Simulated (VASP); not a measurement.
# Ge (P6_3/mmc) in VASP: notebook

Aim: see how the results for Ge move with the level of theory and the settings. Levels: PBEsol+D3(BJ), PBEsol. Tasks: single point.

All numbers are computed with VASP 6.6.1; they aren't measurements. Logs are shortened: lines on timing, memory, paths and dates and some standing lists are left out, and cuts for length are marked.

## Step 1: The cell of the first run

Symmetry: P6_3/mmc, No. 194, hexagonal system. The conventional cell has a = 3.965 Å, b = 3.965 Å, c = 6.524 Å, α = 90.00°, β = 90.00°, γ = 120.00°. Ge (site symmetry 3m) has 4 Ge at 2.43 to 2.44 Å within 3.2 Å.

## Step 2: Single point, PBEsol+D3(BJ)

INCAR

```
  PREC = Accurate
  ENCUT = 520
  EDIFF = 1E-7
  ISMEAR = -1
  SIGMA = 0.1
  LREAL = F
  LASPH = T
  NELM = 100
  ALGO = Normal
  ISIF = 2
  LWAVE = F
  LCHARG = F
  GGA = PS
  IVDW = 12
  NBANDS = 36
```

KPOINTS

```
regular mesh
0
Gamma
  6 6 3
```

POSCAR

```
Ge
1.0
    3.9651683080      0.0000000000      0.0000000000
   -1.9825841540      3.4339364850      0.0000000000
    0.0000000000      0.0000000000      6.5242586960
Ge
4
Direct
    0.6666666667      0.3333333333      0.0628269840
    0.3333333333      0.6666666667      0.5628269840
    0.6666666667      0.3333333333      0.4371730160
    0.3333333333      0.6666666667      0.9371730160
```

Potentials or basis: VASP PAW PBE potentials, release 64 (Ge_d).

Started as:

```sh
> cat potpaw_PBE.64/Ge_d/POTCAR > POTCAR
> mpirun -np 1 vasp_std > vasp.out
```

OUTCAR:

```text
PREC = Accurate
   ENCUT = 520
   EDIFF = 1E-7
   ISMEAR = -1
   LREAL = F
   LASPH = T
   NELM = 100
   ISIF = 2
   GGA = PS
   IVDW = 12
 IVDW          = 12

 ion  position               nearest neighbor table
   1  0.667  0.333  0.063-   4 2.43   4 2.43   4 2.43   3 2.44
   2  0.333  0.667  0.563-   3 2.43   3 2.43   3 2.43   4 2.44
   3  0.667  0.333  0.437-   2 2.43   2 2.43   2 2.43   1 2.44
   4  0.333  0.667  0.937-   1 2.43   1 2.43   1 2.43   2 2.44

  LATTYP: Found a hexagonal cell.
 ALAT       =     3.9651683080
 C/A-ratio  =     1.6453926263

  Lattice vectors:

 A1 = (   3.9651683080,   0.0000000000,   0.0000000000)
 A2 = (  -1.9825841540,   3.4339364850,   0.0000000000)
 A3 = (   0.0000000000,   0.0000000000,   6.5242586960)

Analysis of symmetry for initial positions (statically):
=====================================================================
 Subroutine PRICEL returns:
 Original cell was already a primitive cell.

 Routine SETGRP: Setting up the symmetry group for a
 hexagonal supercell.

 Subroutine GETGRP returns: Found 24 space group operations
 (whereof 12 operations were pure point group operations)
 out of a pool of 24 trial point group operations.

The static configuration has the point symmetry D_3d.
 The point group associated with its full space group is D_6h.

Analysis of symmetry for dynamics (positions and initial velocities):
=====================================================================
 Subroutine PRICEL returns:
 Original cell was already a primitive cell.

 Routine SETGRP: Setting up the symmetry group for a
 hexagonal supercell.

 Subroutine GETGRP returns: Found 24 space group operations
 (whereof 12 operations were pure point group operations)
 out of a pool of 24 trial point group operations.

The dynamic configuration has the point symmetry D_3d.
 The point group associated with its full space group is D_6h.

 Subroutine INISYM returns: Found 24 space group operations
 (whereof 12 operations are pure point group operations),
 and found     1 'primitive' translations

----------------------------------------------------------------------------------------

                                     Primitive cell

  volume of cell :      88.8352

  direct lattice vectors                    reciprocal lattice vectors
     3.965168308  0.000000000  0.000000000     0.252196104  0.145605489  0.000000000
    -1.982584154  3.433936485  0.000000000     0.000000000  0.291210977  0.000000000
     0.000000000  0.000000000  6.524258696     0.000000000  0.000000000  0.153274118

  length of vectors
     3.965168308  3.965168308  6.524258696     0.291210977  0.291210977  0.153274118

  position of ions in fractional coordinates (direct lattice)
     0.666666667  0.333333333  0.062826984
     0.333333333  0.666666667  0.562826984
     0.666666667  0.333333333  0.437173016
     0.333333333  0.666666667  0.937173016

  ion indices of the primitive-cell ions
   primitive index   ion index
                 1           1
                 2           2
                 3           3
                 4           4

----------------------------------------------------------------------------------------

 KPOINTS: regular mesh

Automatic generation of k-mesh.
 Grid dimensions read from file:
 generate k-points for:    6    6    3

 Generating k-lattice:

  Cartesian coordinates                     Fractional coordinates (reciprocal lattice)
     0.042032684  0.024267581  0.000000000     0.166666667 -0.000000000  0.000000000
     0.000000000  0.048535163  0.000000000     0.000000000  0.166666667  0.000000000
     0.000000000  0.000000000  0.051091373     0.000000000  0.000000000  0.333333333

  Length of vectors
     0.048535163  0.048535163  0.051091373

  Shift w.r.t. Gamma in fractional coordinates (k-lattice)
     0.000000000  0.000000000  0.000000000

 Subroutine IBZKPT returns following result:
 ===========================================

 Found     14 irreducible k-points:

 Following reciprocal coordinates:
            Coordinates               Weight
  0.000000  0.000000  0.000000      1.000000
  0.166667 -0.000000  0.000000      6.000000
  0.333333  0.000000  0.000000      6.000000
  0.500000  0.000000  0.000000      3.000000
  0.166667  0.166667  0.000000      6.000000
  0.333333  0.166667  0.000000     12.000000
  0.333333  0.333333  0.000000      2.000000
  0.000000  0.000000  0.333333      2.000000
  0.166667 -0.000000  0.333333     12.000000
  0.333333  0.000000  0.333333     12.000000
  0.500000  0.000000  0.333333      6.000000
  0.166667  0.166667  0.333333     12.000000
  0.333333  0.166667  0.333333     24.000000
  0.333333  0.333333  0.333333      4.000000
   k-points           NKPTS =     14   k-points in BZ     NKDIM =     14   number of bands    NBANDS=     36
   number of dos      NEDOS =    301   number of ions     NIONS =      4
   total plane-waves  NPLWV =  45000
   dimension x,y,z NGX =    30 NGY =   30 NGZ =   50
   dimension x,y,z NGXF=    60 NGYF=   60 NGZF=  100
   ions per type =               4
   NGX,Y,Z   is equivalent  to a cutoff of  12.58, 12.58, 12.74 a.u.
   NGXF,Y,Z  is equivalent  to a cutoff of  25.16, 25.16, 25.48 a.u.
 SYSTEM =  unknown system
   PREC   = accura    normal or accurate (medium, high low for compatibility)
   ISTART =      0    job   : 0-new  1-cont  2-samecut
   ICHARG =      2    charge: 1-file 2-atom 10-const
   ISPIN  =      1    spin polarized calculation?
   LNONCOLLINEAR =      F non collinear calculations
   LSORBIT =      F    spin-orbit coupling
   LASPH  =      T    aspherical Exc in radial PAW
   ENCUT  =  520.0 eV  38.22 Ry    6.18 a.u.   7.37  7.37 12.13*2*pi/ulx,y,z
   NELM   =    100;   NELMIN=  2; NELMDL= -5     # of ELM steps
   EDIFF  = 0.1E-06   stopping-criterion for ELM
   LREAL  =      F    real-space projection
   EDIFFG = 0.1E-05   stopping-criterion for IOM
   NSW    =      0    number of steps for IOM
   IBRION =     -1    ionic relax: 0-MD 1-quasi-New 2-CG
   NFREE  =      0    steps in history (QN), initial steepest desc. (CG)
   ISIF   =      2    stress and relaxation
   ISYM   =      2    0-nonsym 1-usesym 2-fastsym
   POTIM  = 0.5000    time-step for ionic-motion
   TEBEG  =    0.0;   TEEND  =   0.0 temperature during run
   PSTRESS=    0.0 pullay stress
   NELECT =      56.0000    total number of electrons
   NUPDOWN=      -1.0000    fix difference up-down
   EMIN   =  10.00;   EMAX   =-10.00  energy-range for DOS
   EFERMI =   0.00;   METHOD = LEGACY
   ISMEAR =    -1;   SIGMA  =   0.10  broadening in eV -4-tet -1-fermi 0-gaus
   EFERMI_NEDOS =   21; number of points for ismear=-14 and -15
   IALGO  =     38    algorithm
   IMIX   =      4    mixing-type and parameters
     AMIX     =   0.40;   BMIX     =  1.00
     AMIX_MAG =   1.60;   BMIX_MAG =  1.00
  volume/ion in A,a.u.               =      22.21       149.87
  Fermi-wavevector in a.u.,A,eV,Ry     =   1.403705  2.652618 26.808749  1.970387
  Thomas-Fermi vector in A             =   2.526340
   LORBIT       =      0    0 simple, 1 ext, 2 COOP (PROOUT), +10 PAW based schemes
   GGA     = PS    functional components
   LHFCALC =     F    Hartree Fock is set to
   AEXX    =    0.0000 exact exchange contribution
   IVDW    =    12    specifies the selected vdW correction
   LEPSILON=     F    determine dielectric tensor
   LRPA    =     F    only Hartree local field effects (RPA)
 non-spin polarized calculation
  energy-cutoff  :      520.00
  volume of cell :       88.84
 maximum number of plane-waves:      2430
 NGX is ok and might be reduce to    30
   NGX = 15   NGY = 15   NGZ = 25

 number of electron      56.0000040 magnetization

 Free energy of the ion-electron system (eV)
  ---------------------------------------------------
  ext. energy  EPLUGINS =         0.00000000
  ---------------------------------------------------
  free energy    TOTEN  =       -19.62022791 eV

  energy without entropy =      -19.60736879  energy(sigma->0) =      -19.61379835

 E-fermi :   5.1162     XC(G=0): -10.2130

 val. band max:        5.0049890891   @ k =   0.0000   0.0000   0.0000
 cond. band min:       5.2302945060   @ k =   0.0000   0.0000   0.0000
 fundamental gap:      0.2253054169
 Fermi energy:         5.1161615859

 k-point     1 :       0.0000    0.0000    0.0000
  band No.  band energies     occupation
      1     -19.7803      2.00000
      2     -19.7803      2.00000
      3     -19.7424      2.00000
      4     -19.7384      2.00000
      5     -19.7384      2.00000
      6     -19.7275      2.00000
[... 28 lines left out ...]
     35       9.6968      0.00000
     36      11.0874      0.00000

 k-point     2 :       0.1667   -0.0000    0.0000
  band No.  band energies     occupation
      1     -19.7947      2.00000
      2     -19.7853      2.00000
      3     -19.7564      2.00000
      4     -19.7473      2.00000
      5     -19.7377      2.00000
      6     -19.7111      2.00000
[... 28 lines left out ...]
     35      10.8019      0.00000
     36      10.8487      0.00000

 k-point     3 :       0.3333    0.0000    0.0000
  band No.  band energies     occupation
      1     -19.8024      2.00000
      2     -19.7898      2.00000
      3     -19.7755      2.00000
      4     -19.7581      2.00000
      5     -19.7267      2.00000
      6     -19.6982      2.00000
[... 28 lines left out ...]
     35      12.1214      0.00000
     36      12.1215      0.00000
[... 352 lines left out ...]
 k-point    13 :       0.3333    0.1667    0.3333
  band No.  band energies     occupation
      1     -19.7950      2.00000
      2     -19.7843      2.00000
      3     -19.7822      2.00000
      4     -19.7742      2.00000
      5     -19.7109      2.00000
      6     -19.6885      2.00000
[... 28 lines left out ...]
     35      11.7177      0.00000
     36      12.6262      0.00000

 k-point    14 :       0.3333    0.3333    0.3333
  band No.  band energies     occupation
      1     -19.8028      2.00000
      2     -19.7915      2.00000
      3     -19.7806      2.00000
      4     -19.7806      2.00000
      5     -19.6904      2.00000
      6     -19.6904      2.00000
[... 28 lines left out ...]
     35      12.0139      0.00000
     36      12.0332      0.00000

------------------------ aborting loop because EDIFF is reached ----------------------------------------

 Edisp (eV)   -1.11443

 E8    (eV) :    -0.7443

  FORCE on cell =-STRESS in cart. coord.  units (eV):
  Direction    XX          YY          ZZ          XY          YZ          ZX
  --------------------------------------------------------------------------------------
  -------------------------------------------------------------------------------------
  Total      -0.03890    -0.03890    -0.03576     0.00000     0.00000     0.00000
  in kB      -0.70151    -0.70151    -0.64503     0.00000     0.00000     0.00000
  external pressure =       -0.68 kB  Pullay stress =        0.00 kB

 VOLUME and BASIS-vectors are now :
 -----------------------------------------------------------------------------
  energy-cutoff  :      520.00
  volume of cell :       88.84
      direct lattice vectors                 reciprocal lattice vectors
     3.965168308  0.000000000  0.000000000     0.252196104  0.145605489  0.000000000
    -1.982584154  3.433936485  0.000000000     0.000000000  0.291210977  0.000000000
     0.000000000  0.000000000  6.524258696     0.000000000  0.000000000  0.153274118

 POSITION                                       TOTAL-FORCE (eV/Angst)
 -----------------------------------------------------------------------------------
      1.98258      1.14465      0.40990        -0.000000     -0.000000     -0.001588
     -0.00000      2.28929      3.67203        -0.000000      0.000000     -0.001588
      1.98258      1.14465      2.85223         0.000000     -0.000000      0.001588
     -0.00000      2.28929      6.11436        -0.000000      0.000000      0.001588
 -----------------------------------------------------------------------------------
    total drift:                               -0.000000      0.000000      0.000000

  FREE ENERGIE OF THE ION-ELECTRON SYSTEM (eV)
  ---------------------------------------------------
  free  energy   TOTEN  =       -20.7346623908 eV

  energy  without entropy=      -20.7218032733  energy(sigma->0) =      -20.72823283
```

Run time: 35 s. Hardware: 1 thread of Intel Xeon 6975P-C, shared host; peak memory 0.21 GiB.

What came out:

* Free energy: -20.7347 eV
* Pressure: -0.1 GPa
* Band gap on the k mesh: zero (filled and empty bands touch)
* Dispersion energy per atom: -0.279 eV

Levels at points of the mesh, in eV from the Fermi level:
| k point | band 25 | band 26 | band 27 | band 28 | band 29 | band 30 | band 31 | band 32 |
| --- | --- | --- | --- | --- | --- | --- | --- | --- |
| (0.00, 0.00, 0.00) | -1.56 | -0.17 | -0.11 | 0.11 | 0.11 | 0.22 | 2.21 | 2.21 |
| (0.50, 0.00, 0.00) | -4.76 | -3.20 | -2.96 | -1.50 | 0.40 | 1.69 | 3.49 | 3.67 |

Caveat: the PAW data sets were made with another functional, which shifts forces and pressure a little; pairwise dispersion overbinds metals, which lowers pressure and volume.

## Step 3: Single point, PBEsol

This run uses another cell than the first one, of 22.85 Å³/atom, 1.029 times its volume.

INCAR

```
PREC = Accurate
ENCUT = 520
EDIFF = 1E-6
ISMEAR = -1
SIGMA = 0.1
LREAL = False
LASPH = True
NELM = 100
ALGO = Normal
ISIF = 2
LWAVE = False
LCHARG = False
GGA = PS
NBANDS = 36
```

KPOINTS is that of step 2.

POSCAR

```
Ge
1.0
    4.0034971019      0.0000000000      0.0000000000
   -2.0017485509      3.4671301942      0.0000000000
    0.0000000000      0.0000000000      6.5848759033
Ge
4
Direct
    0.6666666667      0.3333333333      0.0627271910
    0.3333333333      0.6666666667      0.5627271910
    0.6666666667      0.3333333333      0.4372728090
    0.3333333333      0.6666666667      0.9372728090
```

Potentials or basis: VASP PAW PBE potentials, release 64 (Ge_d).

Started as:

```sh
> cat potpaw_PBE.64/Ge_d/POTCAR > POTCAR
> mpirun -np 1 vasp_std > vasp.out
```

Wall time 35 s (1 thread of Intel Xeon 6975P-C, shared host); peak memory 0.2 GiB.

It converged, with:

- Free energy: -19.6347 eV
- Pressure: -0.1 GPa
- Band gap on the k mesh: 0.15 eV, direct

Forces in eV/Å, atoms in the order of the input:
```
Ge   0.000  0.000  0.002
Ge   0.000  0.000  0.002
Ge   0.000  0.000 -0.002
Ge   0.000  0.000 -0.002
```

Levels at points of the mesh, in eV from the valence-band top:
```csv
k point,band 24,band 25,band 26,band 27,band 28,band 29,band 30,band 31,band 32,band 33
"(0.00, 0.00, 0.00)",-1.47,-1.47,-0.14,-0.11,0.00,0.15,0.15,2.26,2.26,2.79
"(0.50, 0.00, 0.00)",-6.71,-4.57,-3.05,-2.80,-1.41,0.48,1.65,3.54,3.71,4.37
```

Caveat: the PAW data sets were made with another functional, which shifts forces and pressure a little. A k mesh can miss the band edges.
